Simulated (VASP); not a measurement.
## AlCo (CsCl type): density of states with PBE

Crystal: AlCo (CsCl type).

```
Co Al
1.0
     2.85238    0.00000    0.00000
     0.00000    2.85238    0.00000
     0.00000    0.00000    2.85238
Co Al
1 1
Direct
  0.00000 0.00000 0.00000
  0.50000 0.50000 0.50000
```

```yaml
Program: VASP 6.6.1
Task: density of states
Functional: PBE
Potentials_or_basis: VASP PAW PBE potentials, release 64 (Co, Al)
Cutoff: 520 eV
k_mesh: 14 × 14 × 14
Occupations: fermi-dirac, width 0.08 eV
Spin: no spin polarisation
Dipole_correction: no
k_mesh_for_the_DOS: 21 × 21 × 21
Occupations_for_the_DOS: tetrahedron
Further_INCAR_settings: ALGO = Normal; EDIFF = 1e-06; NBANDS = 13
```

- Valence electrons inside the program's atomic spheres: Co 8.44; Al 0.82

Levels at points of the mesh, in eV from the Fermi level:
```tsv
k point	band 3	band 4	band 5	band 6	band 7	band 8	band 9	band 10
(0.00, 0.00, 0.00)	-2.97	-0.86	-0.86	-0.86	5.93	5.93	5.93	8.70
```

Wall time 23 s on 1 thread of Intel(R) Xeon(R) 6975P-C (Granite Rapids) (shared host), peak memory 0.21 GiB.

 Spin polarisation is off, so any magnetic state and its effect on volume and gap are missing.
